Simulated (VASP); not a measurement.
Write the native input for VASP 6.6.1 that does the following.

* Task: single point
* Functional: PBE
* Potentials or basis: VASP PAW PBE potentials, release 64 (Pb_d)
* Cutoff: 520 eV
* k mesh: 8 × 8 × 8
* Occupations: fermi-dirac, width 0.05 eV
* Spin: no spin polarisation
* Dipole correction: no
* Further INCAR settings: ALGO = Normal; EDIFF = 1e-07; NBANDS = 21

The structure of Pb lies in POSCAR:

```
Pb
1.0
    0.0000000000      3.5064485529      3.5064485529
    3.5064485529      0.0000000000      3.5064485529
    3.5064485529      3.5064485529      0.0000000000
Pb
2
Direct
    0.0000000000      0.0000000000      0.0000000000
    0.2500000000      0.2500000000      0.2500000000
```

This cell differs from its parent crystal: volume scaled by 1.06.

One way to write it, as run:

INCAR

```
SYSTEM = Pb
ALGO = Normal ; EDIFF = 1E-7
ENCUT = 520 ; GGA = PE
ISIF = 2 ; ISMEAR = -1
LASPH = .True. ; LCHARG = .False.
LREAL = .False. ; LWAVE = .False.
NBANDS = 21 ; NELM = 60
PREC = Accurate ; SIGMA = 0.05
```

KPOINTS

```
k-points
0
Gamma
  8 8 8
  0 0 0
```

Potentials or basis: VASP PAW PBE potentials, release 64 (Pb_d).

Launch:

```bash
$ cat potpaw_PBE.64/Pb_d/POTCAR > POTCAR
$ mpirun -np 1 vasp_std > vasp.out
```

Results of the run:

| Item | Value |
| --- | --- |
| Pressure | 0.5 GPa |
| Band gap on the k mesh | zero (band 14 reaches 4.21 eV, above the bottom of band 15 at 3.15 eV) |

Caveat: spin-orbit coupling is left out, which moves the levels of the heavy elements.

It took 31 s on 1 thread of AMD EPYC 9R45 96-Core Processor (Zen 5) (shared host), peak memory 0.21 GiB.
